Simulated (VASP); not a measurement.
Here is a VASP 6.6.1 calculation.

INCAR

```
  PREC = Accurate
  ENCUT = 520
  EDIFF = 1E-7
  ISMEAR = 0
  SIGMA = 0.02
  LREAL = F
  LASPH = T
  NELM = 100
  ALGO = Normal
  ISIF = 2
  LWAVE = F
  LCHARG = F
  GGA = PE
  NBANDS = 16
```

File KPOINTS:

```
regular mesh
0
Gamma
  12 12 4
```

Contents of POSCAR:

```
BN
1.0
    2.5711487618      0.0000000000      0.0000000000
   -1.2855743810      2.2266801446      0.0000000000
    0.0000000000      0.0000000000      6.7399353840
B N
2 2
Direct
    0.3333333333      0.6666666667      0.2500000000
    0.6666666667      0.3333333333      0.7500000000
    0.3333333333      0.6666666667      0.7500000000
    0.6666666667      0.3333333333      0.2500000000
```

Potentials or basis: VASP PAW PBE potentials, release 64 (B, N).

Command:

```console
$ cat potpaw_PBE.64/B/POTCAR potpaw_PBE.64/N/POTCAR > POTCAR
$ mpirun -np 1 vasp_std > vasp.out
```

**Question.** Estimate the pressure.

**Answer.** -13.8 GPa.

**Question.** What does it give for the band gap on the k mesh?

**Answer.** 4.16 eV (least direct gap 4.44 eV).

Stress tensor (GPa, compression positive):
```
-21.76   0.00   0.00
  0.00 -21.76   0.00
  0.00   0.00   2.16
```

Caveat: the cell differs from its parent crystal (strained); the stress differs along the axes, from -22 to 2 GPa; this functional lacks dispersion, which binds layers or chains, so the pressure and a relaxed spacing across them are unreliable. A k mesh can miss the band edges.
